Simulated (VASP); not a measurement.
Set up this calculation in VASP 6.6.1, as the native input.

```yaml
Task: single point
Functional: PBE
Potentials_or_basis: VASP PAW PBE potentials, release 64 (Se)
Cutoff: 520 eV
k_mesh: 6 × 6 × 6
Occupations: fermi-dirac, width 0.01 eV
Spin: no spin polarisation
Dipole_correction: no
Further_INCAR_settings: ALGO = Normal; EDIFF = 1e-06; NBANDS = 27
```

The structure of Se lies in POSCAR:

```
Se
1.0
    5.5105698660      3.1815289955      1.4763300000
   -5.5105698660      3.1815289955      1.4763300000
    0.0000000000     -6.3630579911      1.4763300000
Se
6
Direct
    0.2806600000      0.1625100000      0.9181800000
    0.9181800000      0.2806600000      0.1625100000
    0.1625100000      0.9181800000      0.2806600000
    0.7193400000      0.8374900000      0.0818200000
    0.0818200000      0.7193400000      0.8374900000
    0.8374900000      0.0818200000      0.7193400000
```

This cell differs from its parent crystal: equal xx and yy strain of -3 %.

The input as run:

INCAR

```
PREC = Accurate
ENCUT = 520
EDIFF = 1E-6
ISMEAR = -1
SIGMA = 0.01
LREAL = False
LASPH = True
NELM = 80
ALGO = Normal
ISIF = 2
LWAVE = False
LCHARG = True
GGA = PE
LELF = True
LVHAR = True
NBANDS = 27
```

KPOINTS

```
Automatic mesh
0
Gamma
  6 6 6
```

Potentials or basis: VASP PAW PBE potentials, release 64 (Se).

The run is started by

```sh
$ cat potpaw_PBE.64/Se/POTCAR > POTCAR
$ mpirun -np 1 vasp_std > vasp.out
```

Results of the run:

| Property | Result |
| --- | --- |
| Pressure | 7.8 GPa |
| Largest force | 1.453 eV/Å |
| Band gap on the k mesh | 1.52 eV (least direct gap 1.70 eV) |

Caveat: the cell differs from its parent crystal (equal xx and yy strain of -3 %); the cell stands under pressure; this functional lacks dispersion, which holds the molecules together, so the pressure and a relaxed volume are unreliable; forces of over 1 eV/Å act on the atoms, so gaps and moduli don't describe the material at rest.

Wall time 3.1 min on 1 thread of Intel(R) Xeon(R) Platinum 8259CL CPU @ 2.50GHz (Skylake/Cascade Lake), with other jobs on the host, peak memory 0.39 GiB.
